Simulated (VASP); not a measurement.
Wanted: the native input for a VASP 6.6.1 run.

* Task: single point
* Functional: PBE
* Potentials or basis: VASP PAW PBE potentials, release 64 (Si, C, N)
* Cutoff: 520 eV
* k mesh: 1 × 1 × 1, shifted
* Occupations: fermi-dirac, width 0.1379 eV
* Spin: no spin polarisation
* Dipole correction: no
* Further INCAR settings: LREAL = Auto; ALGO = Normal; EDIFF = 1e-06; NBANDS = 60; ISYM = 0

The structure of Si9C3N8 lies in POSCAR:

```
Si9C3N8
1.0
    6.5417270000     -0.1058040000     -0.0528750000
   -0.1058040000      5.8803450000     -0.0308140000
   -0.0528750000     -0.0308140000      6.2531300000
Si C N
9 3 8
Direct
    0.7624361619      0.6032549436      0.9421170694
    0.6722628374      0.7981734042      0.3961799631
    0.1609815432      1.0198750394      0.8990912277
    0.3857506696      0.1225807033      0.2855799845
    0.3166999939      0.5836746904      0.1328753543
    0.3731389659      0.6378387263      0.6512030112
    0.6934804260      0.3743297412      0.4987998609
    0.0345334922      0.4522942938      0.3009575932
    0.0510546177      0.8934980200      0.4256776624
    0.2383615622      0.8726774710      0.1695981135
    0.3645448343      0.4103855972      0.8496330526
    0.8472873949      0.3514947931     -0.1656307671
    0.3571967224      0.2025386728      0.8463175727
    0.4640791437      0.5942750554      0.3715817800
    0.1110690503      0.1681988186      0.3576793789
    0.2028799990      0.8481185282      0.6506143650
    0.6524411993      0.7209108748      0.6847461953
    0.5866740009      0.1303388269      0.4670218992
    0.9538113995      0.1722506793     -0.1806529674
    0.6960807005      0.8201118657      0.1107479285
```

One way to write it, as run:

INCAR

```
PREC = Accurate
ENCUT = 520
EDIFF = 1E-6
ISMEAR = -1
SIGMA = 0.1379
LREAL = Auto
LASPH = True
NELM = 60
ALGO = Normal
ISIF = 2
LWAVE = False
LCHARG = True
GGA = PE
LELF = True
LVHAR = True
ISYM = 0
NBANDS = 60
```

KPOINTS

```
Automatic mesh
0
Gamma
  1 1 1
  0.25 0.25 0.25
```

Potentials or basis: VASP PAW PBE potentials, release 64 (Si, C, N).

Command:

```sh
$ cat potpaw_PBE.64/Si/POTCAR potpaw_PBE.64/C/POTCAR potpaw_PBE.64/N/POTCAR > POTCAR
$ mpirun -np 1 vasp_std > vasp.out
```

It gave:

| Item | Value |
| --- | --- |
| Pressure | 3.6 GPa |
| Largest force | 6.046 eV/Å |
| Band gap on the k mesh | 0.15 eV |

Caveat: the k points lie up to 1.07 Å⁻¹ apart.

It took 80 s on 1 thread of Intel Xeon 6975P-C, on a shared host, peak memory 0.32 GiB.
